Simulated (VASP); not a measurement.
# TiO2 (R3m) in VASP: a series of runs

Runs on TiO2. Level: PBEsol. Tasks: single point.

Program: VASP 6.6.1. These are calculated values, not measurements. Logs are shortened: lines on timing, memory, paths and dates and some standing lists are left out, and cuts for length are marked.

### 1 The cell of the first run

Symmetry: R3m, No. 160, trigonal system. Conventional cell: a = 2.995 Å, b = 2.995 Å, c = 20.945 Å, α = 90.00°, β = 90.00°, γ = 120.00°. Within 2.6 Å of Ti (site symmetry 3m) lie 6 O at 1.97 to 1.99 Å. O (site symmetry 3m) has 3 Ti at 1.99 Å and 3 O at 2.60 Å within 2.6 Å. Within 2.6 Å of O (site symmetry 3m) lie 3 Ti at 1.97 Å and 3 O at 2.60 Å.

### 2 Single point, PBEsol

Contents of INCAR:

```
  PREC = Accurate
  ENCUT = 520
  EDIFF = 1E-6
  ISMEAR = 0
  SIGMA = 0.01
  LREAL = F
  LASPH = T
  NELM = 100
  ALGO = Normal
  ISIF = 2
  LWAVE = F
  LCHARG = F
  GGA = PS
  NBANDS = 19
```

Contents of KPOINTS:

```
Automatic mesh
0
Gamma
  8 8 8
```

Contents of POSCAR:

```
TiO2
1.0
    1.4973310000      0.8644850000      6.9815440000
   -1.4973310000      0.8644850000      6.9815440000
    0.0000000000     -1.7289690000      6.9815440000
Ti O
1 2
Direct
    0.0011936230      0.0011936230      0.0011936237
    0.6204670000      0.6204670000      0.6204670000
    0.3795330000      0.3795330000      0.3795330000
```

Potentials or basis: VASP PAW PBE potentials, release 64 (Ti_sv, O).

On the command line:

```bash
$ cat potpaw_PBE.64/Ti_sv/POTCAR potpaw_PBE.64/O/POTCAR > POTCAR
$ mpirun -np 1 vasp_std > vasp.out
```

OUTCAR:

```text
PREC = Accurate
   ENCUT = 520
   EDIFF = 1E-6
   ISMEAR = 0
   LREAL = F
   LASPH = T
   NELM = 100
   ISIF = 2
   GGA = PS

 ion  position               nearest neighbor table
   1  0.001  0.001  0.001-   3 1.97   3 1.97   3 1.97   2 1.99   2 1.99   2 1.99
   2  0.620  0.620  0.620-   1 1.99   1 1.99   1 1.99
   3  0.380  0.380  0.380-   1 1.97   1 1.97   1 1.97

  LATTYP: Found a trigonal (rhomboedric) cell.
 ALAT       =     7.1924468064
 COS(alpha) =     0.9133212835

  Lattice vectors:

 A1 = (   1.4973310000,   0.8644850000,   6.9815440000)
 A2 = (  -1.4973310000,   0.8644850000,   6.9815440000)
 A3 = (   0.0000000000,  -1.7289690000,   6.9815440000)

Analysis of symmetry for initial positions (statically):
=====================================================================
 Subroutine PRICEL returns:
 Original cell was already a primitive cell.

 Routine SETGRP: Setting up the symmetry group for a
 trigonal (rhombohedral) supercell.

 Subroutine GETGRP returns: Found  6 space group operations
 (whereof  6 operations were pure point group operations)
 out of a pool of 12 trial point group operations.

The static configuration has the point symmetry C_3v.

Analysis of symmetry for dynamics (positions and initial velocities):
=====================================================================
 Subroutine PRICEL returns:
 Original cell was already a primitive cell.

 Routine SETGRP: Setting up the symmetry group for a
 trigonal (rhombohedral) supercell.

 Subroutine GETGRP returns: Found  6 space group operations
 (whereof  6 operations were pure point group operations)
 out of a pool of 12 trial point group operations.

The dynamic configuration has the point symmetry C_3v.

 Subroutine INISYM returns: Found  6 space group operations
 (whereof  6 operations are pure point group operations),
 and found     1 'primitive' translations

----------------------------------------------------------------------------------------

                                     Primitive cell

  volume of cell :      54.2223

  direct lattice vectors                    reciprocal lattice vectors
     1.497331000  0.864485000  6.981544000     0.333927502  0.192793086  0.047744921
    -1.497331000  0.864485000  6.981544000    -0.333927502  0.192793086  0.047744921
     0.000000000 -1.728969000  6.981544000     0.000000000 -0.385586172  0.047744949

  length of vectors
     7.192446806  7.192446806  7.192446762     0.388530987  0.388530987  0.388530920

  position of ions in fractional coordinates (direct lattice)
     0.001193623  0.001193623  0.001193624
     0.620467000  0.620467000  0.620467000
     0.379533000  0.379533000  0.379533000

  ion indices of the primitive-cell ions
   primitive index   ion index
                 1           1
                 2           2
                 3           3

----------------------------------------------------------------------------------------

 KPOINTS: Automatic mesh

Automatic generation of k-mesh.
 Grid dimensions read from file:
 generate k-points for:    8    8    8

 Generating k-lattice:

  Cartesian coordinates                     Fractional coordinates (reciprocal lattice)
     0.041740938  0.024099136  0.005968115     0.125000000 -0.000000000  0.000000000
    -0.041740938  0.024099136  0.005968115    -0.000000000  0.125000000  0.000000000
     0.000000000 -0.048198271  0.005968119     0.000000000  0.000000000  0.125000000

  Length of vectors
     0.048566373  0.048566373  0.048566365

  Shift w.r.t. Gamma in fractional coordinates (k-lattice)
     0.000000000  0.000000000  0.000000000

 Subroutine IBZKPT returns following result:
 ===========================================

 Found     65 irreducible k-points:

 Following reciprocal coordinates:
            Coordinates               Weight
  0.000000  0.000000  0.000000      1.000000
  0.125000  0.000000 -0.000000      6.000000
  0.250000  0.000000 -0.000000      6.000000
  0.375000  0.000000 -0.000000      6.000000
  0.500000  0.000000 -0.000000      3.000000
  0.125000  0.125000 -0.000000      6.000000
[... 16 lines left out ...]
  0.250000  0.125000  0.125000      6.000000
  0.375000  0.125000  0.125000      6.000000
 [... further k-points ...]
   k-points           NKPTS =     65   k-points in BZ     NKDIM =     65   number of bands    NBANDS=     19
   number of dos      NEDOS =    301   number of ions     NIONS =      3
   total plane-waves  NPLWV = 157464
   dimension x,y,z NGX =    54 NGY =   54 NGZ =   54
   dimension x,y,z NGXF=   108 NGYF=  108 NGZF=  108
   ions per type =               1   2
   NGX,Y,Z   is equivalent  to a cutoff of  12.48, 12.48, 12.48 a.u.
   NGXF,Y,Z  is equivalent  to a cutoff of  24.96, 24.96, 24.96 a.u.
 SYSTEM =  unknown system
   PREC   = accura    normal or accurate (medium, high low for compatibility)
   ISTART =      0    job   : 0-new  1-cont  2-samecut
   ICHARG =      2    charge: 1-file 2-atom 10-const
   ISPIN  =      1    spin polarized calculation?
   LNONCOLLINEAR =      F non collinear calculations
   LSORBIT =      F    spin-orbit coupling
   LASPH  =      T    aspherical Exc in radial PAW
   ENCUT  =  520.0 eV  38.22 Ry    6.18 a.u.  13.37 13.37 13.37*2*pi/ulx,y,z
   NELM   =    100;   NELMIN=  2; NELMDL= -5     # of ELM steps
   EDIFF  = 0.1E-05   stopping-criterion for ELM
   LREAL  =      F    real-space projection
   EDIFFG = 0.1E-04   stopping-criterion for IOM
   NSW    =      0    number of steps for IOM
   IBRION =     -1    ionic relax: 0-MD 1-quasi-New 2-CG
   NFREE  =      0    steps in history (QN), initial steepest desc. (CG)
   ISIF   =      2    stress and relaxation
   ISYM   =      2    0-nonsym 1-usesym 2-fastsym
   POTIM  = 0.5000    time-step for ionic-motion
   TEBEG  =    0.0;   TEEND  =   0.0 temperature during run
   PSTRESS=    0.0 pullay stress
   NELECT =      24.0000    total number of electrons
   NUPDOWN=      -1.0000    fix difference up-down
   EMIN   =  10.00;   EMAX   =-10.00  energy-range for DOS
   EFERMI =   0.00;   METHOD = LEGACY
   ISMEAR =     0;   SIGMA  =   0.01  broadening in eV -4-tet -1-fermi 0-gaus
   EFERMI_NEDOS =   21; number of points for ismear=-14 and -15
   IALGO  =     38    algorithm
   IMIX   =      4    mixing-type and parameters
     AMIX     =   0.40;   BMIX     =  1.00
     AMIX_MAG =   1.60;   BMIX_MAG =  1.00
  volume/ion in A,a.u.               =      18.07       121.97
  Fermi-wavevector in a.u.,A,eV,Ry     =   1.247630  2.357680 21.178580  1.556582
  Thomas-Fermi vector in A             =   2.381754
   LORBIT       =      0    0 simple, 1 ext, 2 COOP (PROOUT), +10 PAW based schemes
   GGA     = PS    functional components
   LHFCALC =     F    Hartree Fock is set to
   AEXX    =    0.0000 exact exchange contribution
   IVDW    =     0    specifies the selected vdW correction
   LEPSILON=     F    determine dielectric tensor
   LRPA    =     F    only Hartree local field effects (RPA)
 non-spin polarized calculation
 Gauss-broadening in eV      SIGMA  =   0.01
  energy-cutoff  :      520.00
  volume of cell :       54.22
 maximum number of plane-waves:      1507
 NGX is ok and might be reduce to    54
   NGX = 27   NGY = 27   NGZ = 27

 number of electron      24.0000004 magnetization

 Free energy of the ion-electron system (eV)
  ---------------------------------------------------
  ext. energy  EPLUGINS =         0.00000000
  ---------------------------------------------------
  free energy    TOTEN  =       -27.62374317 eV

  energy without entropy =      -27.62374317  energy(sigma->0) =      -27.62374317

 E-fermi :  -1.0275     XC(G=0):  -7.7381

 val. band max:       -1.1911286929   @ k =  -0.1250   0.1250   0.0000
 cond. band min:       1.4616211206   @ k =   0.0000   0.0000   0.0000
 fundamental gap:      2.6527498134
 Fermi energy:        -1.0274921276

 k-point     1 :       0.0000    0.0000    0.0000
  band No.  band energies     occupation
      1     -57.3061      2.00000
      2     -33.6775      2.00000
      3     -33.3972      2.00000
      4     -33.3972      2.00000
      5     -18.5162      2.00000
      6     -16.7147      2.00000
[... 11 lines left out ...]
     18       5.9204      0.00000
     19       9.0731      0.00000

 k-point     2 :       0.1250    0.0000   -0.0000
  band No.  band energies     occupation
      1     -57.2957      2.00000
      2     -33.6591      2.00000
      3     -33.4855      2.00000
      4     -33.4138      2.00000
      5     -18.3192      2.00000
      6     -16.8133      2.00000
[... 11 lines left out ...]
     18       6.3945      0.00000
     19       9.6092      0.00000

 k-point     3 :       0.2500    0.0000   -0.0000
  band No.  band energies     occupation
      1     -57.2706      2.00000
      2     -33.6968      2.00000
      3     -33.6105      2.00000
      4     -33.4536      2.00000
      5     -17.8642      2.00000
      6     -17.0146      2.00000
[... 11 lines left out ...]
     18       7.5466      0.00000
     19      10.6013      0.00000

 k-point     4 :       0.3750    0.0000   -0.0000
  band No.  band energies     occupation
      1     -57.2454      2.00000
      2     -33.8962      2.00000
      3     -33.5660      2.00000
      4     -33.4931      2.00000
      5     -17.6039      2.00000
      6     -16.9910      2.00000
[... 407 lines left out ...]
     18       5.9928      0.00000
     19       8.8148      0.00000

 k-point    23 :       0.2500    0.1250    0.1250
  band No.  band energies     occupation
      1     -57.2957      2.00000
      2     -33.6591      2.00000
      3     -33.4855      2.00000
      4     -33.4138      2.00000
      5     -18.3191      2.00000
      6     -16.8135      2.00000
[... 11 lines left out ...]
     18       6.4893      0.00000
     19       9.2246      0.00000

 k-point    24 :       0.3750    0.1250    0.1250
  band No.  band energies     occupation
      1     -57.2706      2.00000
      2     -33.6968      2.00000
      3     -33.6105      2.00000
      4     -33.4536      2.00000
      5     -17.8641      2.00000
      6     -17.0147      2.00000
[... 11 lines left out ...]
     18       7.5958      0.00000
     19      10.2993      0.00000

 [... further k-points ...]

------------------------ aborting loop because EDIFF is reached ----------------------------------------

  FORCE on cell =-STRESS in cart. coord.  units (eV):
  Direction    XX          YY          ZZ          XY          YZ          ZX
  --------------------------------------------------------------------------------------
  -------------------------------------------------------------------------------------
  Total       -1.5475613     -1.5475620     -0.8022922      0.0000000     -0.0000000      0.0000000
  in kB      -45.7278302    -45.7278525    -23.7063830      0.0000000     -0.0000011      0.0000000
  external PRESSURE =     -38.3873553 kB  Pullay stress =       0.0000000 kB

 VOLUME and BASIS-vectors are now :
 -----------------------------------------------------------------------------
  energy-cutoff  :      520.00
  volume of cell :       54.22
      direct lattice vectors                 reciprocal lattice vectors
     1.497331000  0.864485000  6.981544000     0.333927502  0.192793086  0.047744921
    -1.497331000  0.864485000  6.981544000    -0.333927502  0.192793086  0.047744921
     0.000000000 -1.728969000  6.981544000     0.000000000 -0.385586172  0.047744949

 POSITION                                       TOTAL-FORCE (eV/Angst)
 -----------------------------------------------------------------------------------
      0.00000     -0.00000      0.02500         0.000000     -0.000000     -0.592179
      0.00000      0.00000     12.99545         0.000000      0.000000      0.678416
      0.00000      0.00000      7.94918         0.000000     -0.000000     -0.086238
 -----------------------------------------------------------------------------------
    total drift:                                0.000000      0.000001     -0.000137

  FREE ENERGIE OF THE ION-ELECTRON SYSTEM (eV)
  ---------------------------------------------------
  free  energy   TOTEN  =       -27.6237431681 eV

  energy  without entropy=      -27.6237431681  energy(sigma->0) =      -27.62374317
```

Wall time 6.6 min (1 thread of Intel Xeon 6975P-C, shared host); peak memory 0.42 GiB.

Results:

```yaml
Free_energy: -27.6237 eV
Pressure: -3.8 GPa
Largest_force: 0.678 eV/Å
Band_gap_on_the_k_mesh: 2.65 eV, indirect (least direct gap 2.82 eV)
```

Forces in eV/Å, atoms in the order of the input:
```
Ti   0.000  0.000 -0.592
O    0.000  0.000  0.678
O    0.000  0.000 -0.086
```

Stress tensor (GPa, compression positive):
```
-4.57  0.00  0.00
 0.00 -4.57  0.00
 0.00  0.00 -2.37
```

Caveat: the PAW data sets were made with another functional, which shifts forces and pressure a little.

### 3 Single point, PBEsol

Contents of INCAR:

```
SYSTEM = TiO2
PREC = Accurate ; ENCUT = 520
EDIFF = 1E-6 ; ISMEAR = 0
SIGMA = 0.01 ; LREAL = .False.
LASPH = .True. ; NELM = 100
ALGO = Normal ; ISIF = 2
LWAVE = .False. ; LCHARG = .True.
GGA = PS ; LELF = .True.
LVHAR = .True. ; NBANDS = 19
```

Contents of KPOINTS:

```
Automatic mesh
0
Gamma
  8 8 8
  0 0 0
```

POSCAR: that of step 2 with these lines changed.

```diff
@@ -8,3 +8,3 @@
 Direct
-    0.0011936230      0.0011936230      0.0011936237
+    0.0023872461      0.0023872461      0.0023872474
     0.6204670000      0.6204670000      0.6204670000
```

Potentials or basis: VASP PAW PBE potentials, release 64 (Ti_sv, O).

On the command line:

```bash
$ cat potpaw_PBE.64/Ti_sv/POTCAR potpaw_PBE.64/O/POTCAR > POTCAR
$ mpirun -np 1 vasp_std > vasp.out
```

It took 6.4 min on 1 thread of Intel Xeon 6975P-C, shared host; peak memory 0.42 GiB.

Results (log left out):

- Free energy: -27.6016 eV
- Pressure: -3.7 GPa
- Largest force: 1.181 eV/Å
- Band gap on the k mesh: 2.64 eV, indirect (least direct gap 2.79 eV)

Forces in eV/Å, atoms in the order of the input:
```
Ti   0.000  0.000 -1.181
O    0.000  0.000  0.964
O    0.000  0.000  0.217
```

Stress tensor (GPa, compression positive):
```
-4.38  0.00  0.00
 0.00 -4.38  0.00
 0.00  0.00 -2.46
```

Levels at points of the mesh, in eV from the valence-band top:
```
           k point  band 9  band 10  band 11  band 12  band 13  band 14  band 15  band 16
(0.00, 0.00, 0.00)   -3.68    -0.60    -0.15    -0.15     2.64     2.64     4.34     6.85
(0.50, 0.00, 0.00)   -2.59    -1.68    -1.17    -0.64     2.90     3.68     3.74     6.27
(0.50, 0.50, 0.00)   -2.59    -1.69    -1.17    -0.63     2.90     3.68     3.74     6.26
(0.50, 0.50, 0.50)   -3.66    -0.66    -0.15    -0.15     2.64     2.64     4.36     6.85
```

Caveat: the PAW data sets were made with another functional, which shifts forces and pressure a little.
